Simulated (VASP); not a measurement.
# MnS (P6_3mc) in VASP: a series of runs

The runs below take MnS through single point, with PBEsol.

Program: VASP 6.6.1. These are calculated values, not measurements. Logs are shortened: lines on timing, memory, paths and dates and some standing lists are left out, and cuts for length are marked.

### Step 1. The cell of the first run

Symmetry: P6_3mc, No. 186, hexagonal system. The conventional cell has a = 3.954 Å, b = 3.954 Å, c = 6.343 Å, α = 90.00°, β = 90.00°, γ = 120.00°. Within 3.1 Å of Mn (site symmetry 3m) lie 4 S at 2.36 to 2.42 Å. Within 3.1 Å of S (site symmetry 3m) lie 4 Mn at 2.36 to 2.42 Å.

### Step 2. Single point, PBEsol, collinear spin, zero start

INCAR

```
  PREC = Accurate
  ENCUT = 520
  EDIFF = 1E-6
  ISMEAR = -1
  SIGMA = 0.05
  LREAL = F
  LASPH = T
  NELM = 150
  ALGO = Normal
  ISIF = 2
  LWAVE = F
  LCHARG = F
  ISPIN = 2
  MAGMOM = 0 0 0 0
  LORBIT = 11
  NUPDOWN = 0.0
  LMAXMIX = 4
  GGA = PS
  NBANDS = 31
```

KPOINTS

```
Automatic mesh
0
Gamma
  7 7 4
```

POSCAR

```
MnS
1.0
    3.9535769233      0.0000000000      0.0000000000
   -1.9767884617      3.4238980514      0.0000000000
    0.0000000000      0.0000000000      6.3425288600
Mn S
2 2
Direct
    0.6666666667      0.3333333333      0.4988446700
    0.3333333333      0.6666666667      0.9988446700
    0.3333333333      0.6666666667      0.6261543000
    0.6666666667      0.3333333333      0.1261543000
```

Potentials or basis: VASP PAW PBE potentials, release 64 (Mn_pv, S).

Command:

```sh
cat potpaw_PBE.64/Mn_pv/POTCAR potpaw_PBE.64/S/POTCAR > POTCAR
mpirun -np 1 vasp_std > vasp.out
```

OUTCAR:

```text
PREC = Accurate
   ENCUT = 520
   EDIFF = 1E-6
   ISMEAR = -1
   LREAL = F
   LASPH = T
   NELM = 150
   ISIF = 2
   ISPIN = 2
   LORBIT = 11
   NUPDOWN = 0.0
   GGA = PS

 ion  position               nearest neighbor table
   1  0.667  0.333  0.499-   4 2.36   3 2.42   3 2.42   3 2.42
   2  0.333  0.667  0.999-   3 2.36   4 2.42   4 2.42   4 2.42
   3  0.333  0.667  0.626-   2 2.36   1 2.42   1 2.42   1 2.42
   4  0.667  0.333  0.126-   1 2.36   2 2.42   2 2.42   2 2.42

  LATTYP: Found a hexagonal cell.
 ALAT       =     3.9535769233
 C/A-ratio  =     1.6042507792

  Lattice vectors:

 A1 = (   3.9535769233,   0.0000000000,   0.0000000000)
 A2 = (  -1.9767884617,   3.4238980514,   0.0000000000)
 A3 = (   0.0000000000,   0.0000000000,   6.3425288600)

Analysis of symmetry for initial positions (statically):
=====================================================================
 Subroutine PRICEL returns:
 Original cell was already a primitive cell.

 Routine SETGRP: Setting up the symmetry group for a
 hexagonal supercell.

 Subroutine GETGRP returns: Found 12 space group operations
 (whereof  6 operations were pure point group operations)
 out of a pool of 24 trial point group operations.

The static configuration has the point symmetry C_3v.
 The point group associated with its full space group is C_6v.

Analysis of symmetry for dynamics (positions and initial velocities):
=====================================================================
 Subroutine PRICEL returns:
 Original cell was already a primitive cell.

 Routine SETGRP: Setting up the symmetry group for a
 hexagonal supercell.

 Subroutine GETGRP returns: Found 12 space group operations
 (whereof  6 operations were pure point group operations)
 out of a pool of 24 trial point group operations.

The dynamic configuration has the point symmetry C_3v.
 The point group associated with its full space group is C_6v.

Analysis of structural, dynamic, and magnetic symmetry:
=====================================================================
 Subroutine PRICEL returns:
 Original cell was already a primitive cell.

 Routine SETGRP: Setting up the symmetry group for a
 hexagonal supercell.

 Subroutine GETGRP returns: Found 12 space group operations
 (whereof  6 operations were pure point group operations)
 out of a pool of 24 trial point group operations.

The overall configuration has the point symmetry C_3v.
 The point group associated with its full space group is C_6v.

 Subroutine INISYM returns: Found 12 space group operations
 (whereof  6 operations are pure point group operations),
[... 127 lines left out ...]
   IVDW    =     0    specifies the selected vdW correction
   LEPSILON=     F    determine dielectric tensor
   LRPA    =     F    only Hartree local field effects (RPA)
 spin polarized calculation
  energy-cutoff  :      520.00
  volume of cell :       85.86
 maximum number of plane-waves:      2340
 NGX is ok and might be reduce to    30
   NGX = 15   NGY = 15   NGZ = 23

 number of electron      37.9999989 magnetization       0.0000000

 Free energy of the ion-electron system (eV)
  ---------------------------------------------------
  ext. energy  EPLUGINS =         0.00000000
  ---------------------------------------------------
  free energy    TOTEN  =       -26.56365693 eV

  energy without entropy =      -26.47841808  energy(sigma->0) =      -26.52103750

 E-fermi :   3.8979     XC(G=0):  -9.7204

 val. band max:        3.8943478856   @ k =   0.1429   0.1429   0.0000
 cond. band min:       3.9034616654   @ k =   0.2857   0.2857   0.2500
 fundamental gap:      0.0091137797
 Fermi energy:         3.8978864354

 spin component 1

 k-point     1 :       0.0000    0.0000    0.0000
  band No.  band energies     occupation
      1     -43.7414      1.00000
      2     -43.7365      1.00000
      3     -43.6532      1.00000
      4     -43.6532      1.00000
      5     -43.6524      1.00000
      6     -43.6524      1.00000
[... 805 lines left out ...]
     30      11.1130      0.00000
     31      12.8567      0.00000
 Fermi energy:         3.8979223055

 spin component 2

 k-point     1 :       0.0000    0.0000    0.0000
  band No.  band energies     occupation
      1     -43.7413      1.00000
      2     -43.7364      1.00000
      3     -43.6533      1.00000
      4     -43.6533      1.00000
      5     -43.6524      1.00000
      6     -43.6524      1.00000
[... 805 lines left out ...]
     30      11.1129      0.00000
     31      12.8567      0.00000

------------------------ aborting loop because EDIFF is reached ----------------------------------------

  FORCE on cell =-STRESS in cart. coord.  units (eV):
  Direction    XX          YY          ZZ          XY          YZ          ZX
  --------------------------------------------------------------------------------------
  -------------------------------------------------------------------------------------
  Total      -12.6117039    -12.6117039    -11.8875040      0.0000000      0.0000000      0.0000000
  in kB     -235.3481982   -235.3481982   -221.8338364      0.0000000      0.0000000      0.0000000
  external PRESSURE =    -230.8434110 kB  Pullay stress =       0.0000000 kB

 VOLUME and BASIS-vectors are now :
 -----------------------------------------------------------------------------
  energy-cutoff  :      520.00
  volume of cell :       85.86
      direct lattice vectors                 reciprocal lattice vectors
     3.953576923  0.000000000  0.000000000     0.252935511  0.146032385  0.000000000
    -1.976788462  3.423898051  0.000000000     0.000000000  0.292064771  0.000000000
     0.000000000  0.000000000  6.342528860     0.000000000  0.000000000  0.157665818

 POSITION                                       TOTAL-FORCE (eV/Angst)
 -----------------------------------------------------------------------------------
      1.97679      1.14130      3.16394         0.000000      0.000000      0.101599
     -0.00000      2.28260      6.33520        -0.000000      0.000000      0.101599
     -0.00000      2.28260      3.97140        -0.000000      0.000000     -0.101599
      1.97679      1.14130      0.80014         0.000000     -0.000000     -0.101599
 -----------------------------------------------------------------------------------
    total drift:                                0.000000      0.000001      0.001636

  FREE ENERGIE OF THE ION-ELECTRON SYSTEM (eV)
  ---------------------------------------------------
  free  energy   TOTEN  =       -26.5636569289 eV

  energy  without entropy=      -26.4784180781  energy(sigma->0) =      -26.52103750

 total charge

# of ion       s       p       d       tot
------------------------------------------
    1        0.247   6.160   5.111  11.518
    2        0.247   6.160   5.111  11.518
    3        1.312   2.281   0.000   3.593
    4        1.312   2.281   0.000   3.593
--------------------------------------------------
tot          3.119  16.882  10.222  30.223

 magnetization (x)

# of ion       s       p       d       tot
------------------------------------------
    1       -0.000  -0.000   0.000   0.000
    2       -0.000  -0.000   0.000   0.000
    3       -0.000   0.000   0.000   0.000
    4       -0.000   0.000   0.000   0.000
--------------------------------------------------
tot         -0.000   0.000   0.000   0.000
```

It took 2.9 min on 1 thread of Oxide Virtual Turin-like, shared host; peak memory 0.25 GiB.

What came out:

```
Free energy                                           : -26.5637 eV
Pressure                                              : -23.1 GPa
Largest force                                         : 0.102 eV/Å
Net moment                                            : 0.00 μB per cell
Valence electrons inside the program's atomic spheres : Mn 11.52; S 3.59
```

Forces in eV/Å, atoms in the order of the input:
```
Mn   0.000  0.000  0.102
Mn   0.000  0.000  0.102
S    0.000  0.000 -0.102
S    0.000  0.000 -0.102
```

Caveat: the cell stands under tension; the PAW data sets were made with another functional, which shifts forces and pressure a little; the total moment is fixed, so each spin has its own Fermi level.

### Step 3. Single point, PBEsol, collinear spin, ferromagnetic start

INCAR

```
SYSTEM = MnS
PREC = Accurate ; ENCUT = 520
EDIFF = 1E-6 ; ISMEAR = -1
SIGMA = 0.05 ; LREAL = .FALSE.
LASPH = .TRUE. ; NELM = 150
ALGO = Normal ; ISIF = 2
LWAVE = .FALSE. ; LCHARG = .TRUE.
ISPIN = 2 ; MAGMOM = 1 1 0 0
LORBIT = 11 ; NUPDOWN = 2.0
LMAXMIX = 4 ; GGA = PS
LELF = .TRUE. ; LVHAR = .TRUE.
NBANDS = 31
```

KPOINTS

```
regular mesh
0
G
  7 7 4
  0 0 0
```

POSCAR is that of step 2.

Potentials or basis: VASP PAW PBE potentials, release 64 (Mn_pv, S).

Command:

```sh
cat potpaw_PBE.64/Mn_pv/POTCAR potpaw_PBE.64/S/POTCAR > POTCAR
mpirun -np 1 vasp_std > vasp.out
```

Run time: 3.4 min. Hardware: 1 thread of Oxide Virtual Turin-like, shared host; peak memory 0.25 GiB.

The run converged. Its results:

```
Free energy                                           : -26.8075 eV
Pressure                                              : -21.8 GPa
Largest force                                         : 0.116 eV/Å
Net moment                                            : 2.00 μB per cell
Site moments                                          : Mn +1.06; S -0.06 μB
Valence electrons inside the program's atomic spheres : Mn 11.51; S 3.60
```

Forces on the atoms (eV/Å):
```
Mn   0.000  0.000  0.116
Mn   0.000  0.000  0.116
S    0.000  0.000 -0.116
S    0.000  0.000 -0.116
```

Stress tensor (GPa, compression positive):
```
-22.36   0.00   0.00
  0.00 -22.36   0.00
  0.00   0.00 -20.71
```

Caveat: the cell stands under tension; the PAW data sets were made with another functional, which shifts forces and pressure a little; the total moment is fixed, so each spin has its own Fermi level and the state may be an excited one; the run started ferromagnetic, and an antiferromagnetic order may lie lower in energy.

### Step 4. Single point, PBEsol, collinear spin, ferromagnetic start

INCAR

```
SYSTEM = MnS
ALGO = Normal
EDIFF = 1E-7
ENCUT = 520
GGA = PS
ISIF = 2
ISMEAR = -1
ISPIN = 2
LASPH = .TRUE.
LCHARG = .FALSE.
LMAXMIX = 4
LORBIT = 11
LREAL = .FALSE.
LWAVE = .FALSE.
MAGMOM = 2 2 0 0
NBANDS = 31
NELM = 150
NUPDOWN = 4.0
PREC = Accurate
SIGMA = 0.05
```

KPOINTS

```
k-points
0
G
  7 7 4
  0 0 0
```

POSCAR is that of step 3.

Command:

```sh
cat potpaw_PBE.64/Mn_pv/POTCAR potpaw_PBE.64/S/POTCAR > POTCAR
mpirun -np 1 vasp_std > vasp.out
```

Wall time 4.1 min (1 thread of Oxide Virtual Turin-like, shared host); peak memory 0.25 GiB.

Results (log left out):

```yaml
Free_energy: -27.4084 eV
Pressure: -18.9 GPa
Largest_force: 0.029 eV/Å
Net_moment: 4.00 μB per cell
Site_moments: Mn +2.06; S -0.11 μB
Valence_electrons_inside_the_program's_atomic_spheres: Mn 11.50; S 3.61
```

Forces in eV/Å, atoms in the order of the input:
```
Mn   0.000  0.000 -0.029
Mn   0.000  0.000 -0.029
S    0.000  0.000  0.029
S    0.000  0.000  0.029
```

Stress tensor (GPa, compression positive):
```
-19.29   0.00   0.00
  0.00 -19.29   0.00
  0.00   0.00 -18.13
```

Caveat: the cell stands under tension; the PAW data sets were made with another functional, which shifts forces and pressure a little; the total moment is fixed, so each spin has its own Fermi level and the state may be an excited one; the run started ferromagnetic, and an antiferromagnetic order may lie lower in energy.

### Step 5. Single point, PBEsol, collinear spin, ferromagnetic start

INCAR

```
PREC = Accurate
ENCUT = 520
EDIFF = 1E-6
ISMEAR = -1
SIGMA = 0.05
LREAL = False
LASPH = True
NELM = 150
ALGO = Normal
ISIF = 2
LWAVE = False
LCHARG = True
ISPIN = 2
MAGMOM = 3 3 0 0
LORBIT = 11
NUPDOWN = 6.0
LMAXMIX = 4
GGA = PS
LELF = True
LVHAR = True
NBANDS = 31
```

KPOINTS

```
Automatic mesh
0
Gamma
  7 7 4
```

POSCAR is that of step 4.

Command:

```sh
cat potpaw_PBE.64/Mn_pv/POTCAR potpaw_PBE.64/S/POTCAR > POTCAR
mpirun -np 1 vasp_std > vasp.out
```

It took 3.6 min on 1 thread of Oxide Virtual Turin-like, shared host; peak memory 0.24 GiB.

Results (log left out):

```
Free energy                                           : -28.2273 eV
Pressure                                              : -14.2 GPa
Largest force                                         : 0.046 eV/Å
Net moment                                            : 6.00 μB per cell
Site moments                                          : Mn +2.95; S -0.10 μB
Valence electrons inside the program's atomic spheres : Mn 11.47; S 3.64
```

Forces on the atoms (eV/Å):
```
Mn   0.000  0.000 -0.046
Mn   0.000  0.000 -0.046
S    0.000  0.000  0.046
S    0.000  0.000  0.046
```

Stress tensor (GPa, compression positive):
```
-14.93   0.00   0.00
  0.00 -14.93   0.00
  0.00   0.00 -12.66
```

Caveat: the cell stands under tension; the PAW data sets were made with another functional, which shifts forces and pressure a little; the total moment is fixed, so each spin has its own Fermi level and the state may be an excited one; the run started ferromagnetic, and an antiferromagnetic order may lie lower in energy.

### Step 6. Single point, PBEsol, collinear spin, ferromagnetic start

INCAR

```
SYSTEM = MnS
  PREC = Accurate
  ENCUT = 520
  EDIFF = 1E-7
  ISMEAR = -1
  SIGMA = 0.05
  LREAL = .False.
  LASPH = .True.
  NELM = 150
  ALGO = Normal
  ISIF = 2
  LWAVE = .False.
  LCHARG = .False.
  ISPIN = 2
  MAGMOM = 4 4 0 0
  LORBIT = 11
  NUPDOWN = 8.0
  LMAXMIX = 4
  GGA = PS
  NBANDS = 31
```

KPOINTS

```
regular mesh
0
Gamma
  7 7 4
  0 0 0
```

POSCAR is that of step 5.

Potentials or basis: VASP PAW PBE potentials, release 64 (Mn_pv, S).

Command:

```sh
cat potpaw_PBE.64/Mn_pv/POTCAR potpaw_PBE.64/S/POTCAR > POTCAR
mpirun -np 1 vasp_std > vasp.out
```

It took 3.3 min on 1 thread of Oxide Virtual Turin-like, shared host; peak memory 0.25 GiB.

It converged, with:

```yaml
Free_energy: -29.0657 eV
Pressure: -7.9 GPa
Largest_force: 0.107 eV/Å
Net_moment: 8.00 μB per cell
Site_moments: Mn +3.70; S -0.03 μB
Valence_electrons_inside_the_program's_atomic_spheres: Mn 11.44; S 3.68
```

Forces in eV/Å, atoms in the order of the input:
```
Mn   0.000  0.000  0.107
Mn   0.000  0.000  0.107
S    0.000  0.000 -0.107
S    0.000  0.000 -0.107
```

Stress tensor (GPa, compression positive):
```
-8.63  0.00  0.00
 0.00 -8.63  0.00
 0.00  0.00 -6.38
```

Caveat: the cell stands under tension; the PAW data sets were made with another functional, which shifts forces and pressure a little; the total moment is fixed, so each spin has its own Fermi level and the state may be an excited one; the run started ferromagnetic, and an antiferromagnetic order may lie lower in energy.

### Step 7. The runs side by side

| spin | fixed moment (μB) | pressure (GPa) | moment (μB) | largest force (eV/Å) |
| --- | --- | --- | --- | --- |
| collinear, zero start | 0.0 | -23.1 | 0.00 | 0.10 |
| collinear, ferromagnetic start | 2.0 | -21.8 | 2.00 | 0.12 |
| collinear, ferromagnetic start | 4.0 | -18.9 | 4.00 | 0.03 |
| collinear, ferromagnetic start | 6.0 | -14.2 | 6.00 | 0.05 |
| collinear, ferromagnetic start | 8.0 | -7.9 | 8.00 | 0.11 |

Alike in all rows: task single point; level PBEsol; potentials or basis VASP PAW PBE potentials, release 64 (Mn_pv, S); cell as given; k mesh 7 × 7 × 4; cutoff (eV) 520; smearing fermi-dirac 0.05 eV.

Caveats: the cell stands under tension; the PAW data sets were made with another functional, which shifts forces and pressure a little; the total moment is fixed, so each spin has its own Fermi level and the state may be an excited one (at least some runs); the run started ferromagnetic, and an antiferromagnetic order may lie lower in energy (at least some runs); the total moment is fixed, so each spin has its own Fermi level (at least some runs).

Absolute energies hang on the potentials; compare differences alone.
